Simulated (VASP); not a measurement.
Runs of VASP 6.6.1 on Hf. The structure is that of space group Im-3m (No. 229), or close to it. The cells are those of the table. 

```tsv
task	level	potentials or basis	cell	k mesh	cutoff (eV)	grid for exact exchange (PRECFOCK)	gap on the mesh (eV)	pressure (GPa)
single point	r2SCANh	VASP PAW PBE potentials, release 64 (Hf_pv)	a = 3.167 Å, angles 109.5°, 1 atom	5 × 5 × 5	520	Normal	none	-8.5
single point	PBE0	VASP PAW PBE potentials, release 64 (Hf_pv)	a = 3.147 Å, angles 109.5°, 1 atom	6 × 6 × 6	520	Normal	none	(a)
single point	PBE0	VASP PAW PBE potentials, release 64 (Hf_pv)	a = 3.188 Å, angles 109.5°, 1 atom	6 × 6 × 6	520	Normal	none	-9.5
single point	LDA	VASP PAW LDA potentials, release 64 (Hf_pv)	a = 2.983 Å, angles 109.5°, 1 atom	10 × 10 × 10	520	-	none	0.1
relaxation of cell and atoms	PBEsol+D4	VASP PAW PBE potentials, release 64 (Hf_pv)	relaxed from a = 3.126 Å, angles 109.5°, 1 atom	10 × 10 × 10	600	-	none	0.0
```

Alike in all rows: no spin polarisation; smearing fermi-dirac 0.05 eV.

**Question.** Estimate the missing entries.

**Answer.** (a) -6.1.

Caveats: some runs use coarse meshes; spin-orbit coupling is left out, which moves the levels of the heavy elements; the PAW data sets were made with another functional, which shifts forces and pressure a little (some runs); pairwise dispersion overbinds metals, which lowers pressure and volume (some runs).

A k mesh can miss the band edges, and the runs leave out spin-orbit coupling on Hf.

A gap of «none» marks levels without a gap at the run's occupations.
